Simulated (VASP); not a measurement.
# Ti: single point with PBE

Ti:

```xyz
1
Lattice="0.0000 2.0909 2.0300 2.0909 0.0000 2.0300 2.0909 2.0909 0.0000" Properties=species:S:1:pos:R:3 pbc="T T T"
Ti    0.0000    0.0000    0.0000
```

This cell differs from its parent crystal: equal xx and yy strain of +3 %.

```
Program                : VASP 6.6.1
Task                   : single point
Functional             : PBE
Potentials or basis    : VASP PAW PBE potentials, release 64 (Ti_sv)
Cutoff                 : 520 eV
k mesh                 : 15 × 15 × 15
Occupations            : fermi-dirac, width 0.05 eV
Spin                   : no spin polarisation
Dipole correction      : no
Further INCAR settings : ALGO = Normal; EDIFF = 1e-06; NBANDS = 12
```

```
Pressure               : -2.4 GPa
Band gap on the k mesh : zero (bands 6 and 7 overlap by 1.17 eV)
```

Stress tensor (GPa, compression positive):
```
-2.75  0.00  0.00
 0.00 -2.75  0.00
 0.00  0.00 -1.55
```

Levels at points of the mesh, in eV from the Fermi level:
| k point | band 2 | band 3 | band 4 | band 5 | band 6 | band 7 | band 8 | band 9 | band 10 | band 11 |
| --- | --- | --- | --- | --- | --- | --- | --- | --- | --- | --- |
| (0.00, 0.00, 0.00) | -32.63 | -32.63 | -32.63 | -6.04 | 0.80 | 0.80 | 1.01 | 2.32 | 2.57 | 15.15 |

Wall time 59 s on 1 thread of Intel Xeon 8259CL, with other jobs on the host, peak memory 0.18 GiB.

Caveat: the cell differs from its parent crystal (equal xx and yy strain of +3 %).
